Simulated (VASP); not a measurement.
Runs of VASP 6.6.1 on CsPbCl3. The structure is that of space group Pm-3m (No. 221), or close to it. The cells are those of the table. 

| task | level | cell | cutoff (eV) | gap on the mesh (eV) | pressure (GPa) | relaxed volume (Å³/atom) |
| --- | --- | --- | --- | --- | --- | --- |
| relaxation of cell and atoms | r2SCAN | relaxed from a = 5.605 Å, 5 atoms | 600 | 3.40 | 0.0 | (a) |
| relaxation of cell and atoms | r2SCAN+D4 | relaxed from a = 5.605 Å, 5 atoms | 600 | 3.38 | 0.0 | 36.12 |
| relaxation of cell and atoms | r2SCAN+D3(BJ) | relaxed from a = 5.605 Å, 5 atoms | 600 | 3.37 | 0.0 | 35.91 |
| relaxation of cell and atoms | r2SCAN+rVV10 | relaxed from a = 5.605 Å, 5 atoms | 600 | 3.32 | 0.0 | (b) |
| single point | PBE+D3(BJ) | a = 5.665 Å, 5 atoms | 520 | 3.03 | 0.0 | - |
| relaxation of cell and atoms | PBE+D4 | relaxed from a = 5.605 Å, 5 atoms | 600 | 3.04 | 0.0 | (c) |
| single point | PBE+D4 | a = 5.674 Å, 5 atoms | 520 | 3.04 | 0.0 | - |

Alike in all rows: potentials or basis VASP PAW PBE potentials, release 64 (Pb_d, Cs_sv, Cl); no spin polarisation; k mesh 5 × 5 × 5; smearing fermi-dirac 0.05 eV.

Question: Estimate the missing entries.

Answer: (a) 36.48; (b) 35.62; (c) 36.54.

Caveats: spin-orbit coupling is left out, which moves the levels of the heavy elements; an odd mesh through Γ misses points on the zone boundary, where band edges can lie; the PAW data sets were made with another functional, which shifts forces and pressure a little (at least some runs).

A k mesh can miss the band edges, and the runs leave out spin-orbit coupling on Cs, Pb.
